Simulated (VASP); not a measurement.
# SnSe2 (P-3m1) in VASP: further runs, part 2 of 2

VASP 6.6.1.

## (3) Single point, PBEsol+D3(BJ) (strain -0.080 along x and y, +0.080 along z)

File INCAR:

```
SYSTEM = SnSe2
PREC = Accurate ; ENCUT = 520
EDIFF = 1E-7 ; ISMEAR = 0
SIGMA = 0.05 ; LREAL = .False.
LASPH = .True. ; NELM = 80
ALGO = Normal ; ISIF = 2
LWAVE = .False. ; LCHARG = .True.
GGA = PS ; IVDW = 12
LELF = .True. ; LVHAR = .True.
NBANDS = 20
```

File KPOINTS:

```
regular mesh
0
Gamma
  12 12 6
  0 0 0
```

File POSCAR:

```
SnSe2
1.0
    3.5061188790      0.0000000000      0.0000000000
   -1.7530594395      3.0363880179      0.0000000000
    0.0000000000      0.0000000000      6.6279600000
Sn Se
1 2
Direct
    0.0000000000      0.0000000000      0.0000000000
    0.3333333333      0.6666666667      0.2500000000
    0.6666666667      0.3333333333      0.7500000000
```

Potentials or basis: VASP PAW PBE potentials, release 64 (Sn_d, Se).

Started as:

```console
$ cat potpaw_PBE.64/Sn_d/POTCAR potpaw_PBE.64/Se/POTCAR > POTCAR
$ mpirun -np 1 vasp_std > vasp.out
```

OUTCAR:

```text
SYSTEM = SnSe2
   PREC = Accurate
   ENCUT = 520
   EDIFF = 1E-7
   ISMEAR = 0
   LREAL = .False.
   LASPH = .True.
   NELM = 80
   ISIF = 2
   GGA = PS
   IVDW = 12
 IVDW          = 12

 ion  position               nearest neighbor table
   1  0.000  0.000  0.000-   2 2.62   3 2.62   2 2.62   3 2.62   3 2.62   2 2.62
   2  0.333  0.667  0.250-   1 2.62   1 2.62   1 2.62
   3  0.667  0.333  0.750-   1 2.62   1 2.62   1 2.62

  LATTYP: Found a hexagonal cell.
 ALAT       =     3.5061188790
 C/A-ratio  =     1.8903979667

  Lattice vectors:

[... 744 lines left out ...]
 Edisp (eV)   -1.07629

 E8    (eV) :    -0.7085

  FORCE on cell =-STRESS in cart. coord.  units (eV):
  Direction    XX          YY          ZZ          XY          YZ          ZX
  --------------------------------------------------------------------------------------
  -------------------------------------------------------------------------------------
  Total       5.61139     5.61139     0.30311     0.00000     0.00000     0.00000
  in kB     127.41412   127.41412     6.88255     0.00000     0.00000     0.00000
  external pressure =       87.24 kB  Pullay stress =        0.00 kB

 VOLUME and BASIS-vectors are now :
 -----------------------------------------------------------------------------
  energy-cutoff  :      520.00
  volume of cell :       70.56
      direct lattice vectors                 reciprocal lattice vectors
     3.506118879  0.000000000  0.000000000     0.285215657  0.164669336  0.000000000
    -1.753059440  3.036388018  0.000000000     0.000000000  0.329338673  0.000000000
     0.000000000  0.000000000  6.627960000     0.000000000  0.000000000  0.150875986

 POSITION                                       TOTAL-FORCE (eV/Angst)
 -----------------------------------------------------------------------------------
      0.00000      0.00000      0.00000        -0.000000      0.000000      0.000000
     -0.00000      2.02426      1.65699         0.000000     -0.000000      0.466215
      1.75306      1.01213      4.97097        -0.000000      0.000000     -0.466215
 -----------------------------------------------------------------------------------
    total drift:                               -0.000000     -0.000000      0.000000

  FREE ENERGIE OF THE ION-ELECTRON SYSTEM (eV)
  ---------------------------------------------------
  free  energy   TOTEN  =       -13.5524381750 eV

  energy  without entropy=      -13.5519117100  energy(sigma->0) =      -13.55217494
```

OSZICAR:

```text
N       E                     dE             d eps       ncg     rms          rms(c)
DAV:   1     0.209448982969E+03    0.20945E+03   -0.12280E+04  4120   0.153E+03
DAV:   2     0.113877426578E+02   -0.19806E+03   -0.19063E+03  4176   0.398E+02
DAV:   3    -0.119475137834E+02   -0.23335E+02   -0.22741E+02  4868   0.116E+02
DAV:   4    -0.127477731790E+02   -0.80026E+00   -0.79869E+00  4800   0.224E+01
DAV:   5    -0.127662069758E+02   -0.18434E-01   -0.18432E-01  5480   0.354E+00    0.606E+00
DAV:   6    -0.125248898431E+02    0.24132E+00   -0.37772E-01  6064   0.751E+00    0.374E+00
DAV:   7    -0.124775649413E+02    0.47325E-01   -0.17947E-01  5156   0.326E+00    0.704E-01
DAV:   8    -0.124763358195E+02    0.12291E-02   -0.15695E-02  5160   0.120E+00    0.318E-01
DAV:   9    -0.124761364548E+02    0.19936E-03   -0.15159E-03  4464   0.274E-01    0.813E-02
DAV:  10    -0.124761378072E+02   -0.13524E-05   -0.15529E-04  4992   0.887E-02    0.271E-02
DAV:  11    -0.124761504048E+02   -0.12598E-04   -0.24350E-05  4428   0.390E-02    0.608E-03
DAV:  12    -0.124761509357E+02   -0.53092E-06   -0.12784E-06  5084   0.120E-02    0.517E-03
DAV:  13    -0.124761511835E+02   -0.24782E-06   -0.58326E-07  4460   0.578E-03    0.982E-04
DAV:  14    -0.124761511876E+02   -0.40909E-08   -0.34784E-08  3332   0.128E-03
   1 F= -.13552438E+02 E0= -.13552175E+02  d E =-.526465E-03
```

stdout:

```text
POSCAR found type information on POSCAR SnSe
 POSCAR found :  2 types and       3 ions
 scaLAPACK will be used
 -----------------------------------------------------------------------------
|                                                                             |
|                                                                             |
|     You enforced a specific xc type in the INCAR file but a different       |
|     I HOPE YOU KNOW WHAT YOU ARE DOING!                                     |
|                                                                             |
 -----------------------------------------------------------------------------

 LDA part: xc-table for (Slater+PW92), standard interpolation
 POSCAR, INCAR and KPOINTS ok, starting setup
 FFT: planning ... GRIDC
 FFT: planning ... GRID_SOFT
 FFT: planning ... GRID
 WAVECAR not read
 entering main loop
```

It took 2.3 min on 1 thread of Intel Xeon Platinum 8488C (Sapphire Rapids), shared host; peak memory 0.29 GiB.

Results:

```yaml
Free_energy: -13.5524 eV
Pressure: 8.7 GPa
Largest_force: 0.466 eV/Å
Band_gap_on_the_k_mesh: zero (band 13 reaches 5.58 eV, above the bottom of band 14 at 5.54 eV)
Dispersion_energy_per_atom: -0.359 eV
```

Forces in eV/Å, atoms in the order of the input:
```
Sn   0.000  0.000  0.000
Se   0.000  0.000  0.466
Se   0.000  0.000 -0.466
```

Stress tensor (GPa, compression positive):
```
12.74  0.00  0.00
 0.00 12.74  0.00
 0.00  0.00  0.69
```

Caveat: the cell differs from its parent crystal (strain -0.080 along x and y, +0.080 along z); the PAW data sets were made with another functional, which shifts forces and pressure a little; spin-orbit coupling is left out, which moves the levels of the heavy elements.

## (4) Single point, PBEsol+D3(BJ) (strain +0.040 along x and y, -0.040 along z)

File INCAR:

```
  PREC = Accurate
  ENCUT = 520
  EDIFF = 1E-7
  ISMEAR = 0
  SIGMA = 0.05
  LREAL = F
  LASPH = T
  NELM = 80
  ALGO = Normal
  ISIF = 2
  LWAVE = F
  LCHARG = F
  GGA = PS
  IVDW = 12
  NBANDS = 20
```

File KPOINTS:

```
regular mesh
0
Gamma
  12 12 6
```

File POSCAR:

```
SnSe2
1.0
    3.9634387328      0.0000000000      0.0000000000
   -1.9817193664      3.4324386290      0.0000000000
    0.0000000000      0.0000000000      5.8915200000
Sn Se
1 2
Direct
    0.0000000000      0.0000000000      0.0000000000
    0.3333333333      0.6666666667      0.2500000000
    0.6666666667      0.3333333333      0.7500000000
```

Started as:

```console
$ cat potpaw_PBE.64/Sn_d/POTCAR potpaw_PBE.64/Se/POTCAR > POTCAR
$ mpirun -np 1 vasp_std > vasp.out
```

Run time: 2.9 min. Hardware: 1 thread of Intel Xeon Platinum 8488C (Sapphire Rapids), shared host; peak memory 0.31 GiB.

The run converged. Its results:

```
Free energy                : -13.8248 eV
Pressure                   : -2.4 GPa
Largest force              : 0.585 eV/Å
Dispersion energy per atom : -0.316 eV
```

Forces in eV/Å, atoms in the order of the input:
```
Sn   0.000  0.000  0.000
Se   0.000  0.000  0.585
Se   0.000  0.000 -0.585
```

Stress tensor (GPa, compression positive):
```
-4.03  0.00  0.00
 0.00 -4.03  0.00
 0.00  0.00  0.90
```

Levels at points of the mesh, in eV from the Fermi level:
```csv
k point,band 10,band 11,band 12,band 13,band 14,band 15,band 16,band 17
"(0.00, 0.00, 0.00)",-1.41,-1.15,-1.15,-0.04,-0.02,1.95,3.84,3.84
"(0.50, 0.00, 0.00)",-3.31,-3.12,-1.51,-0.76,0.54,3.11,4.83,5.00
"(0.00, 0.00, 0.50)",-1.52,-1.52,-0.95,-0.95,1.41,1.94,3.46,3.46
"(0.50, 0.00, 0.50)",-3.09,-2.11,-1.32,-1.27,0.57,3.68,4.67,5.77
```

Caveat: the cell differs from its parent crystal (strain +0.040 along x and y, -0.040 along z); the PAW data sets were made with another functional, which shifts forces and pressure a little; spin-orbit coupling is left out, which moves the levels of the heavy elements.

## (5) The runs side by side

| cell | gap on the mesh (eV) | pressure (GPa) | largest force (eV/Å) |
| --- | --- | --- | --- |
| a = 4.116, b = 4.116, c = 6.628 Å, angles 90.0, 90.0, 120.0°, 3 atoms | 0.21 | -9.2 | 1.02 |
| a = 3.506, b = 3.506, c = 6.628 Å, angles 90.0, 90.0, 120.0°, 3 atoms | none | 8.7 | 0.47 |
| a = 3.963, b = 3.963, c = 5.892 Å, angles 90.0, 90.0, 120.0°, 3 atoms | - | -2.4 | 0.58 |

Alike in all rows: task single point; level PBEsol+D3(BJ); potentials or basis VASP PAW PBE potentials, release 64 (Sn_d, Se); no spin polarisation; k mesh 12 × 12 × 6; cutoff (eV) 520; smearing gaussian 0.05 eV.

Caveats: the PAW data sets were made with another functional, which shifts forces and pressure a little; spin-orbit coupling is left out, which moves the levels of the heavy elements.

Absolute energies hang on the potentials; compare differences alone.
